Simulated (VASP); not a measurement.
# BaTe (Pm-3m) in VASP: settings compared, part 2 of 2

VASP 6.6.1. The steps go on from the part before.

## Step 4: Single point, HSE06

The input, POSCAR:

```
BaTe
1.0
    4.2448181589      0.0000000000      0.0000000000
    0.0000000000      4.2448181589      0.0000000000
    0.0000000000      0.0000000000      4.2448181589
Ba Te
1 1
Direct
    0.0000000000      0.0000000000      0.0000000000
    0.5000000000      0.5000000000      0.5000000000
```

The input, INCAR.step1:

```
PREC = Accurate
ENCUT = 520
EDIFF = 1E-5
ISMEAR = 0
SIGMA = 0.01
LREAL = False
LASPH = True
NELM = 100
ALGO = Normal
ISIF = 2
LWAVE = True
LCHARG = False
NBANDS = 15
GGA = PE
```

The input, INCAR.step2:

```
PREC = Accurate
ENCUT = 520
EDIFF = 1E-7
ISMEAR = 0
SIGMA = 0.01
LREAL = False
LASPH = True
NELM = 100
ALGO = Normal
ISIF = 2
LWAVE = False
LCHARG = False
GGA = PE
LHFCALC = True
HFSCREEN = 0.2079
PRECFOCK = Normal
NBANDS = 15
ISTART = 1
```

The input, KPOINTS:

```
Automatic mesh
0
Gamma
  4 4 4
```

Potentials or basis: VASP PAW PBE potentials, release 64 (Ba_sv, Te).

Run with:

```sh
> cat potpaw_PBE.64/Ba_sv/POTCAR potpaw_PBE.64/Te/POTCAR > POTCAR
> cp INCAR.step1 INCAR
> mpirun -np 1 vasp_std > vasp.out
> cp INCAR.step2 INCAR
> mpirun -np 1 vasp_std > vasp.out
```

OUTCAR:

```text
PREC = Accurate
   ENCUT = 520
   EDIFF = 1E-7
   ISMEAR = 0
   LREAL = False
   LASPH = True
   NELM = 100
   ISIF = 2
   GGA = PE
   LHFCALC = True
   HFSCREEN = 0.2079
   PRECFOCK = Normal
   ISTART = 1

 ion  position               nearest neighbor table
   1  0.000  0.000  0.000-   2 3.68   2 3.68   2 3.68   2 3.68   2 3.68   2 3.68   2 3.68   2 3.68

   2  0.500  0.500  0.500-   1 3.68   1 3.68   1 3.68   1 3.68   1 3.68   1 3.68   1 3.68   1 3.68

  LATTYP: Found a simple cubic cell.
 ALAT       =     4.2448181589

  Lattice vectors:

 A1 = (   4.2448181589,   0.0000000000,   0.0000000000)
 A2 = (   0.0000000000,   4.2448181589,   0.0000000000)
 A3 = (   0.0000000000,   0.0000000000,   4.2448181589)

Analysis of symmetry for initial positions (statically):
=====================================================================
 Subroutine PRICEL returns:
 Original cell was already a primitive cell.

 Routine SETGRP: Setting up the symmetry group for a
 simple cubic supercell.

 Subroutine GETGRP returns: Found 48 space group operations
 (whereof 48 operations were pure point group operations)
 out of a pool of 48 trial point group operations.

The static configuration has the point symmetry O_h .

Analysis of symmetry for dynamics (positions and initial velocities):
=====================================================================
 Subroutine PRICEL returns:
 Original cell was already a primitive cell.

 Routine SETGRP: Setting up the symmetry group for a
 simple cubic supercell.

 Subroutine GETGRP returns: Found 48 space group operations
 (whereof 48 operations were pure point group operations)
 out of a pool of 48 trial point group operations.

The dynamic configuration has the point symmetry O_h .

 Subroutine INISYM returns: Found 48 space group operations
 (whereof 48 operations are pure point group operations),
 and found     1 'primitive' translations

----------------------------------------------------------------------------------------

                                     Primitive cell

  volume of cell :      76.4852

  direct lattice vectors                    reciprocal lattice vectors
     4.244818159  0.000000000  0.000000000     0.235581352  0.000000000  0.000000000
     0.000000000  4.244818159  0.000000000     0.000000000  0.235581352  0.000000000
     0.000000000  0.000000000  4.244818159     0.000000000  0.000000000  0.235581352

  length of vectors
     4.244818159  4.244818159  4.244818159     0.235581352  0.235581352  0.235581352

  position of ions in fractional coordinates (direct lattice)
     0.000000000  0.000000000  0.000000000
     0.500000000  0.500000000  0.500000000

  ion indices of the primitive-cell ions
   primitive index   ion index
                 1           1
                 2           2

----------------------------------------------------------------------------------------

 KPOINTS: Automatic mesh

Automatic generation of k-mesh.
 Grid dimensions read from file:
 generate k-points for:    4    4    4

 Generating k-lattice:

[... 34 lines left out ...]
   NGX,Y,Z   is equivalent  to a cutoff of  12.53, 12.53, 12.53 a.u.
   NGXF,Y,Z  is equivalent  to a cutoff of  25.07, 25.07, 25.07 a.u.
 SYSTEM =  unknown system
   PREC   = accura    normal or accurate (medium, high low for compatibility)
   ISTART =      1    job   : 0-new  1-cont  2-samecut
   ICHARG =      0    charge: 1-file 2-atom 10-const
   ISPIN  =      1    spin polarized calculation?
   LNONCOLLINEAR =      F non collinear calculations
   LSORBIT =      F    spin-orbit coupling
   LASPH  =      T    aspherical Exc in radial PAW
   ENCUT  =  520.0 eV  38.22 Ry    6.18 a.u.   7.89  7.89  7.89*2*pi/ulx,y,z
   NELM   =    100;   NELMIN=  2; NELMDL=  0     # of ELM steps
   EDIFF  = 0.1E-06   stopping-criterion for ELM
   LREAL  =      F    real-space projection
   EDIFFG = 0.1E-05   stopping-criterion for IOM
   NSW    =      0    number of steps for IOM
   IBRION =     -1    ionic relax: 0-MD 1-quasi-New 2-CG
   NFREE  =      0    steps in history (QN), initial steepest desc. (CG)
   ISIF   =      2    stress and relaxation
   ISYM   =      3    0-nonsym 1-usesym 2-fastsym
   POTIM  = 0.5000    time-step for ionic-motion
   TEBEG  =    0.0;   TEEND  =   0.0 temperature during run
   PSTRESS=    0.0 pullay stress
   NELECT =      16.0000    total number of electrons
   NUPDOWN=      -1.0000    fix difference up-down
   EMIN   =  10.00;   EMAX   =-10.00  energy-range for DOS
   EFERMI =   0.00;   METHOD = LEGACY
   ISMEAR =     0;   SIGMA  =   0.01  broadening in eV -4-tet -1-fermi 0-gaus
   EFERMI_NEDOS =   21; number of points for ismear=-14 and -15
   IALGO  =     38    algorithm
   IMIX   =      1    mixing-type and parameters
     AMIX     =   0.40;   BMIX     =  1.00
     AMIX_MAG =   1.60;   BMIX_MAG =  1.00
  volume/ion in A,a.u.               =      38.24       258.07
  Fermi-wavevector in a.u.,A,eV,Ry     =   0.971827  1.836487 12.849998  0.944448
  Thomas-Fermi vector in A             =   2.102076
   LORBIT       =      0    0 simple, 1 ext, 2 COOP (PROOUT), +10 PAW based schemes
   GGA     = PE    functional components
   LHFCALC =     T    Hartree Fock is set to
   PRECFOCK=normal    Normal, Fast or Accurate (Low or Medium for compatibility)
   ENCUT4O =  -1.0   cutoff for four orbital integrals eV
   NKREDX  =     1    reduce k-point grid by
   NKREDY  =     1    reduce k-point grid by
   NKREDZ  =     1    reduce k-point grid by
   AEXX    =    0.2500 exact exchange contribution
   HFSCREEN=    0.2079 screening length (either q_TF or 0.3 A-1)
   HFSCREENC=   0.2079 screening length for correlation (either q_TF or 0.3 A-1)
   ENCUTFOCK=  -1.0 apply spherical cutoff to Coloumb kernel
   IVDW    =     0    specifies the selected vdW correction
   LEPSILON=     F    determine dielectric tensor
   LRPA    =     F    only Hartree local field effects (RPA)
 non-spin polarized calculation
 Gauss-broadening in eV      SIGMA  =   0.01
  energy-cutoff  :      520.00
  volume of cell :       76.49
 maximum number of plane-waves:      2103
 NGX is ok and might be reduce to    32
  NGX = 24; NGY = 24; NGZ = 24

 number of electron      15.9999999 magnetization

 Free energy of the ion-electron system (eV)
  ---------------------------------------------------
  ext. energy  EPLUGINS =         0.00000000
  ---------------------------------------------------
  free energy    TOTEN  =        -9.42591076 eV

  energy without entropy =       -9.42591076  energy(sigma->0) =       -9.42591076

 E-fermi :   3.5529     XC(G=0):  -7.3794

 val. band max:        3.4836721983   @ k =   0.5000   0.5000   0.0000
 cond. band min:       4.9187507824   @ k =   0.0000   0.0000   0.0000
 fundamental gap:      1.4350785841
 Fermi energy:         3.5529479944

 k-point     1 :       0.0000    0.0000    0.0000
  band No.  band energies     occupation
      1     -26.6633      2.00000
      2     -10.6325      2.00000
      3     -10.6325      2.00000
      4     -10.6325      2.00000
      5      -7.8682      2.00000
      6       3.0583      2.00000
      7       3.0583      2.00000
      8       3.0583      2.00000
      9       4.9188      0.00000
     10       4.9188      0.00000
     11       6.6124      0.00000
     12       8.9675      0.00000
     13       8.9675      0.00000
     14       8.9675      0.00000
[... 149 lines left out ...]
      2     -10.9139      2.00000
      3     -10.9139      2.00000
      4     -10.9139      2.00000
      5      -6.7746      2.00000
      6       0.2816      2.00000
      7       0.2816      2.00000
      8       0.2816      2.00000
      9       9.0057      0.00000
     10       9.0057      0.00000
     11       9.0057      0.00000
     12      10.8904      0.00000
     13      10.8904      0.00000
     14      10.8907      0.00000
     15      10.9798      0.00000

------------------------ aborting loop because EDIFF is reached ----------------------------------------

  FORCE on cell =-STRESS in cart. coord.  units (eV):
  Direction    XX          YY          ZZ          XY          YZ          ZX
  --------------------------------------------------------------------------------------
  -------------------------------------------------------------------------------------
  Total        0.0071759      0.0071759      0.0071759     -0.0000000     -0.0000000     -0.0000000
  in kB        0.1503167      0.1503167      0.1503167     -0.0000000     -0.0000000     -0.0000000
  external PRESSURE =       0.1503167 kB  Pullay stress =       0.0000000 kB

 VOLUME and BASIS-vectors are now :
 -----------------------------------------------------------------------------
  energy-cutoff  :      520.00
  volume of cell :       76.49
      direct lattice vectors                 reciprocal lattice vectors
     4.244818159  0.000000000  0.000000000     0.235581352  0.000000000  0.000000000
     0.000000000  4.244818159  0.000000000     0.000000000  0.235581352  0.000000000
     0.000000000  0.000000000  4.244818159     0.000000000  0.000000000  0.235581352

 POSITION                                       TOTAL-FORCE (eV/Angst)
 -----------------------------------------------------------------------------------
      0.00000      0.00000      0.00000         0.000000      0.000000      0.000000
      2.12241      2.12241      2.12241         0.000000      0.000000      0.000000
 -----------------------------------------------------------------------------------
    total drift:                                0.000000      0.000000      0.000000

  FREE ENERGIE OF THE ION-ELECTRON SYSTEM (eV)
  ---------------------------------------------------
  free  energy   TOTEN  =        -9.4259107571 eV

  energy  without entropy=       -9.4259107571  energy(sigma->0) =       -9.42591076
```

OUTCAR.step1:

```text
PREC = Accurate
   ENCUT = 520
   EDIFF = 1E-5
   ISMEAR = 0
   LREAL = False
[... 387 lines left out ...]
      0.00000      0.00000      0.00000         0.000000      0.000000      0.000000
      2.12241      2.12241      2.12241         0.000000      0.000000      0.000000
 -----------------------------------------------------------------------------------
    total drift:                                0.000000      0.000000     -0.000000

  FREE ENERGIE OF THE ION-ELECTRON SYSTEM (eV)
  ---------------------------------------------------
  free  energy   TOTEN  =        -8.2511112201 eV

  energy  without entropy=       -8.2511112201  energy(sigma->0) =       -8.25111122
```

It took 7.8 min on 1 thread of Intel Xeon Platinum 8375C at 2.90GHz (Ice Lake), shared host; peak memory 0.29 GiB.

What came out:

| Item | Value |
| --- | --- |
| Free energy | -9.4259 eV |
| Pressure | 0.0 GPa |
| Band gap on the k mesh | 1.44 eV, indirect (least direct gap 1.65 eV) |

Levels at points of the mesh, in eV from the valence-band top:
```tsv
k point	band 4	band 5	band 6	band 7	band 8	band 9	band 10	band 11	band 12	band 13
(0.00, 0.00, 0.00)	-14.12	-11.35	-0.43	-0.43	-0.43	1.44	1.44	3.13	5.48	5.48
(0.50, 0.00, 0.00)	-14.05	-10.45	-3.72	-0.93	-0.93	2.38	5.54	5.75	5.95	5.96
(0.50, 0.50, 0.00)	-14.01	-10.71	-2.29	-2.29	0.00	1.65	3.27	3.69	3.69	7.32
(0.50, 0.50, 0.50)	-14.40	-10.26	-3.20	-3.20	-3.20	5.52	5.52	5.52	7.41	7.41
```

Caveat: the PAW data sets were made with another functional, which shifts forces and pressure a little; spin-orbit coupling is left out, which moves the levels of the heavy elements. A k mesh can miss the band edges.

## Step 5: Overview

```tsv
level	grid for exact exchange (PRECFOCK)	screening parameter	gap on the mesh (eV)	pressure (GPa)
PBE	-	-	0.74	0.6
r2SCAN	-	-	1.09	0.6
HSE06	Normal	0.2079 1/Å	1.44	0.0
```

Alike in all rows: task single point; potentials or basis VASP PAW PBE potentials, release 64 (Ba_sv, Te); no spin polarisation; cell as given; k mesh 4 × 4 × 4; cutoff (eV) 520; smearing gaussian 0.01 eV.

On the cell as given the gap runs from 0.74 eV (PBE) to 1.44 eV (HSE06). The pressure there spans 0.0 GPa (HSE06) to 0.6 GPa (PBE); a positive pressure means that this level wants a larger cell, a negative one a smaller.

Caveats: spin-orbit coupling is left out, which moves the levels of the heavy elements; the PAW data sets were made with another functional, which shifts forces and pressure a little (some runs).

Total energies depend on the potentials used, so only differences within one code and one set of settings carry meaning.
